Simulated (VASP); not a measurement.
# AlN (P6_3/mmc) in VASP: further runs

The runs below take AlN through single point, with PBE.

Program: VASP 6.6.1. These are calculated values, not measurements. Logs are shortened: lines on timing, memory, paths and dates and some standing lists are left out, and cuts for length are marked.

### Step 1. The cell of the first run

The structure is hexagonal, space group P6_3/mmc (No. 194). The conventional cell has a = 3.400 Å, b = 3.400 Å, c = 4.296 Å, α = 90.00°, β = 90.00°, γ = 120.00°. Al (site symmetry -6m2) has 5 N at 1.96 to 2.15 Å within 2.6 Å. N (site symmetry -6m2) has 5 Al at 1.96 to 2.15 Å within 2.6 Å.

### Step 2. Single point, PBE (volume 10.750 Å^3 an atom, c/a of the conventional cell 1.2638)

File INCAR:

```
SYSTEM = AlN
PREC = Accurate
ENCUT = 520
EDIFF = 1E-6
ISMEAR = 0
SIGMA = 0.05
LREAL = .False.
LASPH = .True.
NELM = 60
ALGO = Normal
ISIF = 2
LWAVE = .False.
LCHARG = .False.
GGA = PE
NBANDS = 16
```

File KPOINTS:

```
Automatic mesh
0
Gamma
  9 9 6
  0 0 0
```

File POSCAR:

```
AlN
1.0
    3.3995333341      0.0000000000      0.0000000000
   -1.6997666671      2.9440822283      0.0000000000
    0.0000000000      0.0000000000      4.2963456686
Al N
2 2
Direct
    0.3333333333      0.6666666667      0.7500000000
    0.6666666667      0.3333333333      0.2500000000
    0.3333333333      0.6666666667      0.2500000000
    0.6666666667      0.3333333333      0.7500000000
```

Potentials or basis: VASP PAW PBE potentials, release 64 (Al, N).

On the command line:

```bash
$ cat potpaw_PBE.64/Al/POTCAR potpaw_PBE.64/N/POTCAR > POTCAR
$ mpirun -np 1 vasp_std > vasp.out
```

OUTCAR:

```text
SYSTEM = AlN
   PREC = Accurate
   ENCUT = 520
   EDIFF = 1E-6
   ISMEAR = 0
   LREAL = .False.
   LASPH = .True.
   NELM = 60
   ISIF = 2
   GGA = PE

 ion  position               nearest neighbor table
   1  0.333  0.667  0.750-   4 1.96   4 1.96   4 1.96   3 2.15   3 2.15   2 2.91   2 2.91   2 2.91
                             2 2.91   2 2.91   2 2.91
   2  0.667  0.333  0.250-   3 1.96   3 1.96   3 1.96   4 2.15   4 2.15   1 2.91   1 2.91   1 2.91
                             1 2.91   1 2.91   1 2.91
   3  0.333  0.667  0.250-   2 1.96   2 1.96   2 1.96   1 2.15   1 2.15
   4  0.667  0.333  0.750-   1 1.96   1 1.96   1 1.96   2 2.15   2 2.15

  LATTYP: Found a hexagonal cell.
 ALAT       =     3.3995333341
 C/A-ratio  =     1.2638045421

  Lattice vectors:

 A1 = (   3.3995333341,   0.0000000000,   0.0000000000)
 A2 = (  -1.6997666671,   2.9440822283,   0.0000000000)
 A3 = (   0.0000000000,   0.0000000000,   4.2963456686)

Analysis of symmetry for initial positions (statically):
[... 10 lines left out ...]

The static configuration has the point symmetry D_3d.
 The point group associated with its full space group is D_6h.

Analysis of symmetry for dynamics (positions and initial velocities):
[... 10 lines left out ...]

The dynamic configuration has the point symmetry D_3d.
 The point group associated with its full space group is D_6h.

 Subroutine INISYM returns: Found 24 space group operations
[... 5 lines left out ...]
                                     Primitive cell

  volume of cell :      43.0000

  direct lattice vectors                    reciprocal lattice vectors
     3.399533334  0.000000000  0.000000000     0.294158022  0.169832213  0.000000000
    -1.699766667  2.944082228  0.000000000     0.000000000  0.339664426  0.000000000
     0.000000000  0.000000000  4.296345669     0.000000000  0.000000000  0.232755946

  length of vectors
     3.399533334  3.399533334  4.296345669     0.339664426  0.339664426  0.232755946

  position of ions in fractional coordinates (direct lattice)
     0.333333333  0.666666667  0.750000000
     0.666666667  0.333333333  0.250000000
     0.333333333  0.666666667  0.250000000
     0.666666667  0.333333333  0.750000000

  ion indices of the primitive-cell ions
   primitive index   ion index
                 1           1
                 2           2
                 3           3
                 4           4

----------------------------------------------------------------------------------------

 KPOINTS: Automatic mesh

Automatic generation of k-mesh.
 Grid dimensions read from file:
 generate k-points for:    9    9    6

 Generating k-lattice:

  Cartesian coordinates                     Fractional coordinates (reciprocal lattice)
     0.032684225  0.018870246  0.000000000     0.111111111  0.000000000  0.000000000
     0.000000000  0.037740492  0.000000000     0.000000000  0.111111111  0.000000000
     0.000000000  0.000000000  0.038792658     0.000000000  0.000000000  0.166666667

  Length of vectors
     0.037740492  0.037740492  0.038792658

  Shift w.r.t. Gamma in fractional coordinates (k-lattice)
     0.000000000  0.000000000  0.000000000

 Subroutine IBZKPT returns following result:
 ===========================================

 Found     48 irreducible k-points:

 Following reciprocal coordinates:
            Coordinates               Weight
  0.000000  0.000000  0.000000      1.000000
  0.111111 -0.000000  0.000000      6.000000
  0.222222  0.000000  0.000000      6.000000
  0.333333 -0.000000  0.000000      6.000000
  0.444444  0.000000  0.000000      6.000000
  0.111111  0.111111  0.000000      6.000000
[... 16 lines left out ...]
  0.333333  0.222222  0.166667     24.000000
  0.333333  0.333333  0.166667      4.000000
 [... further k-points ...]
   k-points           NKPTS =     48   k-points in BZ     NKDIM =     48   number of bands    NBANDS=     16
   number of dos      NEDOS =    301   number of ions     NIONS =      4
   total plane-waves  NPLWV =  25088
   dimension x,y,z NGX =    28 NGY =   28 NGZ =   32
   dimension x,y,z NGXF=    56 NGYF=   56 NGZF=   64
   ions per type =               2   2
   NGX,Y,Z   is equivalent  to a cutoff of  13.69, 13.69, 12.38 a.u.
   NGXF,Y,Z  is equivalent  to a cutoff of  27.39, 27.39, 24.76 a.u.
 SYSTEM =  AlN
   PREC   = accura    normal or accurate (medium, high low for compatibility)
   ISTART =      0    job   : 0-new  1-cont  2-samecut
   ICHARG =      2    charge: 1-file 2-atom 10-const
   ISPIN  =      1    spin polarized calculation?
   LNONCOLLINEAR =      F non collinear calculations
   LSORBIT =      F    spin-orbit coupling
   LASPH  =      T    aspherical Exc in radial PAW
   ENCUT  =  520.0 eV  38.22 Ry    6.18 a.u.   6.32  6.32  7.99*2*pi/ulx,y,z
   NELM   =     60;   NELMIN=  2; NELMDL= -5     # of ELM steps
   EDIFF  = 0.1E-05   stopping-criterion for ELM
   LREAL  =      F    real-space projection
   EDIFFG = 0.1E-04   stopping-criterion for IOM
   NSW    =      0    number of steps for IOM
   IBRION =     -1    ionic relax: 0-MD 1-quasi-New 2-CG
   NFREE  =      0    steps in history (QN), initial steepest desc. (CG)
   ISIF   =      2    stress and relaxation
   ISYM   =      2    0-nonsym 1-usesym 2-fastsym
   POTIM  = 0.5000    time-step for ionic-motion
   TEBEG  =    0.0;   TEEND  =   0.0 temperature during run
   PSTRESS=    0.0 pullay stress
   NELECT =      16.0000    total number of electrons
   NUPDOWN=      -1.0000    fix difference up-down
   EMIN   =  10.00;   EMAX   =-10.00  energy-range for DOS
   EFERMI =   0.00;   METHOD = LEGACY
   ISMEAR =     0;   SIGMA  =   0.05  broadening in eV -4-tet -1-fermi 0-gaus
   EFERMI_NEDOS =   21; number of points for ismear=-14 and -15
   IALGO  =     38    algorithm
   IMIX   =      4    mixing-type and parameters
     AMIX     =   0.40;   BMIX     =  1.00
     AMIX_MAG =   1.60;   BMIX_MAG =  1.00
  volume/ion in A,a.u.               =      10.75        72.54
  Fermi-wavevector in a.u.,A,eV,Ry     =   1.177494  2.225141 18.864368  1.386492
  Thomas-Fermi vector in A             =   2.313840
   LORBIT       =      0    0 simple, 1 ext, 2 COOP (PROOUT), +10 PAW based schemes
   GGA     = PE    functional components
   LHFCALC =     F    Hartree Fock is set to
   AEXX    =    0.0000 exact exchange contribution
   IVDW    =     0    specifies the selected vdW correction
   LEPSILON=     F    determine dielectric tensor
   LRPA    =     F    only Hartree local field effects (RPA)
 non-spin polarized calculation
 Gauss-broadening in eV      SIGMA  =   0.05
  energy-cutoff  :      520.00
  volume of cell :       43.00
 maximum number of plane-waves:      1174
 NGX is ok and might be reduce to    28
   NGX = 13   NGY = 13   NGZ = 15

 number of electron      15.9999998 magnetization

 Free energy of the ion-electron system (eV)
  ---------------------------------------------------
  ext. energy  EPLUGINS =         0.00000000
  ---------------------------------------------------
  free energy    TOTEN  =       -29.17242053 eV

  energy without entropy =      -29.17242053  energy(sigma->0) =      -29.17242053

 E-fermi :   7.3775     XC(G=0): -10.8221

 val. band max:        7.0990041010   @ k =   0.0000   0.0000   0.0000
 cond. band min:       9.7828058127   @ k =   0.0000   0.0000   0.0000
 fundamental gap:      2.6838017117
 Fermi energy:         7.3774818333

 k-point     1 :       0.0000    0.0000    0.0000
  band No.  band energies     occupation
      1      -9.0929      2.00000
      2      -5.8420      2.00000
      3       0.7064      2.00000
      4       4.0499      2.00000
      5       4.0499      2.00000
      6       5.6340      2.00000
[... 8 lines left out ...]
     15      18.2787      0.00000
     16      18.7761      0.00000

 k-point     2 :       0.1111   -0.0000    0.0000
  band No.  band energies     occupation
      1      -8.9649      2.00000
      2      -5.8388      2.00000
      3       0.8492      2.00000
      4       3.5609      2.00000
      5       3.8646      2.00000
      6       5.1181      2.00000
[... 8 lines left out ...]
     15      18.0273      0.00000
     16      18.2287      0.00000

 k-point     3 :       0.2222    0.0000    0.0000
  band No.  band energies     occupation
      1      -8.5988      2.00000
      2      -5.8682      2.00000
      3       1.2648      2.00000
      4       2.5193      2.00000
      5       3.4822      2.00000
      6       4.2078      2.00000
[... 8 lines left out ...]
     15      17.3178      0.00000
     16      18.8789      0.00000

 k-point     4 :       0.3333   -0.0000    0.0000
  band No.  band energies     occupation
      1      -8.0602      2.00000
      2      -6.0215      2.00000
      3       1.5653      2.00000
      4       1.9022      2.00000
      5       3.1325      2.00000
      6       3.4321      2.00000
[... 8 lines left out ...]
     15      17.9113      0.00000
     16      19.1927      0.00000

 k-point     5 :       0.4444    0.0000    0.0000
  band No.  band energies     occupation
      1      -7.5292      2.00000
      2      -6.3055      2.00000
      3       1.0418      2.00000
      4       2.5740      2.00000
      5       2.9343      2.00000
      6       2.9875      2.00000
[... 8 lines left out ...]
     15      19.3635      0.00000
     16      19.4230      0.00000

 k-point     6 :       0.1111    0.1111    0.0000
  band No.  band energies     occupation
      1      -8.7174      2.00000
      2      -5.8517      2.00000
      3       1.1288      2.00000
      4       3.0041      2.00000
      5       3.2576      2.00000
      6       4.6615      2.00000
[... 8 lines left out ...]
     15      17.8171      0.00000
     16      18.6241      0.00000

 k-point     7 :       0.2222    0.1111    0.0000
  band No.  band energies     occupation
      1      -8.2608      2.00000
      2      -5.9436      2.00000
      3       1.6605      2.00000
      4       2.0690      2.00000
      5       2.7246      2.00000
      6       4.0471      2.00000
[... 8 lines left out ...]
     15      17.4737      0.00000
     16      18.9917      0.00000

 k-point     8 :       0.3333    0.1111    0.0000
  band No.  band energies     occupation
      1      -7.6974      2.00000
      2      -6.1862      2.00000
      3       1.2744      2.00000
      4       2.3557      2.00000
      5       2.5963      2.00000
      6       3.3742      2.00000
[... 8 lines left out ...]
     15      18.8279      0.00000
     16      19.2342      0.00000

 k-point     9 :       0.4444    0.1111    0.0000
  band No.  band energies     occupation
      1      -7.3473      2.00000
      2      -6.4111      2.00000
      3       0.9878      2.00000
      4       2.7283      2.00000
      5       2.8192      2.00000
      6       2.9470      2.00000
[... 8 lines left out ...]
     15      19.2326      0.00000
     16      19.3368      0.00000
[... 172 lines left out ...]
 k-point    19 :       0.2222    0.1111    0.1667
  band No.  band energies     occupation
      1      -8.1272      2.00000
      2      -6.1189      2.00000
      3       1.1506      2.00000
      4       2.4187      2.00000
      5       3.2896      2.00000
      6       3.6078      2.00000
[... 8 lines left out ...]
     15      17.9117      0.00000
     16      19.0115      0.00000

 k-point    20 :       0.3333    0.1111    0.1667
  band No.  band energies     occupation
      1      -7.5874      2.00000
      2      -6.2610      2.00000
      3       0.8346      2.00000
      4       2.0379      2.00000
      5       2.8906      2.00000
      6       3.5351      2.00000
[... 8 lines left out ...]
     15      18.5627      0.00000
     16      19.3509      0.00000

 k-point    21 :       0.4444    0.1111    0.1667
  band No.  band energies     occupation
      1      -7.2585      2.00000
      2      -6.4316      2.00000
      3       0.6494      2.00000
      4       2.0632      2.00000
      5       2.5037      2.00000
      6       3.7598      2.00000
[... 8 lines left out ...]
     15      18.4345      0.00000
     16      19.6317      0.00000

 k-point    22 :       0.2222    0.2222    0.1667
  band No.  band energies     occupation
      1      -7.6501      2.00000
      2      -6.2237      2.00000
      3       1.2104      2.00000
      4       1.5926      2.00000
      5       3.0388      2.00000
      6       3.5855      2.00000
[... 8 lines left out ...]
     15      18.3674      0.00000
     16      19.5208      0.00000

 k-point    23 :       0.3333    0.2222    0.1667
  band No.  band energies     occupation
      1      -7.1657      2.00000
      2      -6.4582      2.00000
      3       0.9753      2.00000
      4       1.6536      2.00000
      5       2.3029      2.00000
      6       4.0752      2.00000
[... 8 lines left out ...]
     15      18.1352      0.00000
     16      19.5427      0.00000

 k-point    24 :       0.3333    0.3333    0.1667
  band No.  band energies     occupation
      1      -6.7656      2.00000
      2      -6.7656      2.00000
      3       1.0524      2.00000
      4       1.7903      2.00000
      5       1.7903      2.00000
      6       4.2946      2.00000
[... 8 lines left out ...]
     15      17.9590      0.00000
     16      19.2890      0.00000

 [... further k-points ...]
[... 5 lines left out ...]
  --------------------------------------------------------------------------------------
  -------------------------------------------------------------------------------------
  Total       -3.9629123     -3.9629123     -3.1928179      0.0000000      0.0000000      0.0000000
  in kB     -147.6578678   -147.6578678   -118.9641968      0.0000000      0.0000000      0.0000000
  external PRESSURE =    -138.0933108 kB  Pullay stress =       0.0000000 kB

 VOLUME and BASIS-vectors are now :
 -----------------------------------------------------------------------------
  energy-cutoff  :      520.00
  volume of cell :       43.00
      direct lattice vectors                 reciprocal lattice vectors
     3.399533334  0.000000000  0.000000000     0.294158022  0.169832213  0.000000000
    -1.699766667  2.944082228  0.000000000     0.000000000  0.339664426  0.000000000
     0.000000000  0.000000000  4.296345669     0.000000000  0.000000000  0.232755946

 POSITION                                       TOTAL-FORCE (eV/Angst)
 -----------------------------------------------------------------------------------
     -0.00000      1.96272      3.22226        -0.000000      0.000000      0.000000
      1.69977      0.98136      1.07409         0.000000      0.000000      0.000000
     -0.00000      1.96272      1.07409         0.000000     -0.000000      0.000000
      1.69977      0.98136      3.22226        -0.000000      0.000000      0.000000
 -----------------------------------------------------------------------------------
    total drift:                                0.000000     -0.000000      0.000000

  FREE ENERGIE OF THE ION-ELECTRON SYSTEM (eV)
  ---------------------------------------------------
  free  energy   TOTEN  =       -29.1724205301 eV

  energy  without entropy=      -29.1724205301  energy(sigma->0) =      -29.17242053
```

It took 35 s on 1 thread of AMD EPYC 7R43 (Zen 3), shared host; peak memory 0.13 GiB.

What came out:

```yaml
Free_energy: -29.1724 eV
Pressure: -13.8 GPa
Band_gap_on_the_k_mesh: 2.68 eV, direct
```

Stress tensor (GPa, compression positive):
```
-14.77   0.00   0.00
  0.00 -14.77   0.00
  0.00   0.00 -11.90
```

### Step 3. Single point, PBE (volume 10.750 Å^3 an atom, c/a of the conventional cell 1.3332)

File INCAR:

```
ALGO = Normal
EDIFF = 1E-6
ENCUT = 520
GGA = PE
ISIF = 2
ISMEAR = 0
LASPH = T
LCHARG = F
LREAL = F
LWAVE = F
NBANDS = 16
NELM = 60
PREC = Accurate
SIGMA = 0.05
```

File KPOINTS:

```
k-points
0
Gamma
  9 9 6
```

File POSCAR:

```
AlN
1.0
    3.3394953235      0.0000000000      0.0000000000
   -1.6697476618      2.8920877860      0.0000000000
    0.0000000000      0.0000000000      4.4522151653
Al N
2 2
Direct
    0.3333333333      0.6666666667      0.7500000000
    0.6666666667      0.3333333333      0.2500000000
    0.3333333333      0.6666666667      0.2500000000
    0.6666666667      0.3333333333      0.7500000000
```

Potentials or basis: VASP PAW PBE potentials, release 64 (Al, N).

On the command line:

```bash
$ cat potpaw_PBE.64/Al/POTCAR potpaw_PBE.64/N/POTCAR > POTCAR
$ mpirun -np 1 vasp_std > vasp.out
```

OUTCAR:

```text
EDIFF = 1E-6
   ENCUT = 520
   GGA = PE
   ISIF = 2
   ISMEAR = 0
   LASPH = T
   LREAL = F
   NELM = 60
   PREC = Accurate

 ion  position               nearest neighbor table
   1  0.333  0.667  0.750-   4 1.93   4 1.93   4 1.93   3 2.23   3 2.23   2 2.94   2 2.94   2 2.94
                             2 2.94   2 2.94   2 2.94
   2  0.667  0.333  0.250-   3 1.93   3 1.93   3 1.93   4 2.23   4 2.23   1 2.94   1 2.94   1 2.94
                             1 2.94   1 2.94   1 2.94
[... 645 lines left out ...]
      6       3.9610      2.00000
[... 8 lines left out ...]
     15      17.8180      0.00000
     16      19.2469      0.00000

 [... further k-points ...]
[... 5 lines left out ...]
  --------------------------------------------------------------------------------------
  -------------------------------------------------------------------------------------
  Total       -2.9833345     -2.9833345     -3.5647865      0.0000000     -0.0000000      0.0000000
  in kB     -111.1588587   -111.1588587   -132.8237253      0.0000000     -0.0000000      0.0000000
  external PRESSURE =    -118.3804809 kB  Pullay stress =       0.0000000 kB

 VOLUME and BASIS-vectors are now :
 -----------------------------------------------------------------------------
  energy-cutoff  :      520.00
  volume of cell :       43.00
      direct lattice vectors                 reciprocal lattice vectors
     3.339495324  0.000000000  0.000000000     0.299446444  0.172885485  0.000000000
    -1.669747662  2.892087786  0.000000000     0.000000000  0.345770970  0.000000000
     0.000000000  0.000000000  4.452215165     0.000000000  0.000000000  0.224607294

 POSITION                                       TOTAL-FORCE (eV/Angst)
 -----------------------------------------------------------------------------------
     -0.00000      1.92806      3.33916        -0.000000     -0.000000      0.000000
      1.66975      0.96403      1.11305         0.000000      0.000000      0.000000
     -0.00000      1.92806      1.11305         0.000000      0.000000      0.000000
      1.66975      0.96403      3.33916         0.000000     -0.000000      0.000000
 -----------------------------------------------------------------------------------
    total drift:                                0.000000     -0.000000      0.000000

  FREE ENERGIE OF THE ION-ELECTRON SYSTEM (eV)
  ---------------------------------------------------
  free  energy   TOTEN  =       -29.1756766441 eV

  energy  without entropy=      -29.1756766441  energy(sigma->0) =      -29.17567664
```

OSZICAR:

```text
N       E                     dE             d eps       ncg     rms          rms(c)
DAV:   1     0.414761178225E+02    0.41476E+02   -0.73065E+03  1536   0.898E+02
DAV:   2    -0.299550748330E+02   -0.71431E+02   -0.65085E+02  2280   0.181E+02
DAV:   3    -0.334631835949E+02   -0.35081E+01   -0.34947E+01  1768   0.416E+01
DAV:   4    -0.334859722639E+02   -0.22789E-01   -0.22787E-01  1936   0.376E+00
DAV:   5    -0.334862899773E+02   -0.31771E-03   -0.31769E-03  1744   0.449E-01    0.114E+01
DAV:   6    -0.291747695275E+02    0.43115E+01   -0.93724E+00  1952   0.225E+01    0.378E+00
DAV:   7    -0.291936176189E+02   -0.18848E-01   -0.61485E-01  1640   0.552E+00    0.276E+00
DAV:   8    -0.291831547301E+02    0.10463E-01   -0.81790E-02  1584   0.258E+00    0.912E-01
DAV:   9    -0.291751518978E+02    0.80028E-02   -0.15135E-02  1928   0.997E-01    0.294E-01
DAV:  10    -0.291757797719E+02   -0.62787E-03   -0.31847E-03  1712   0.365E-01    0.161E-01
DAV:  11    -0.291756735915E+02    0.10618E-03   -0.20630E-04  1744   0.115E-01    0.433E-02
DAV:  12    -0.291756770141E+02   -0.34225E-05   -0.17216E-05  1648   0.327E-02    0.715E-03
DAV:  13    -0.291756766441E+02    0.36997E-06   -0.54330E-06  1856   0.174E-02
   1 F= -.29175677E+02 E0= -.29175677E+02  d E =-.424445E-15
```

Run time: 42 s. Hardware: 1 thread of AMD EPYC 7R43 (Zen 3), shared host; peak memory 0.13 GiB.

Results:

| Item | Value |
| --- | --- |
| Free energy | -29.1757 eV |
| Pressure | -11.8 GPa |
| Band gap on the k mesh | 2.53 eV, direct |

[end of part 1 of 2]
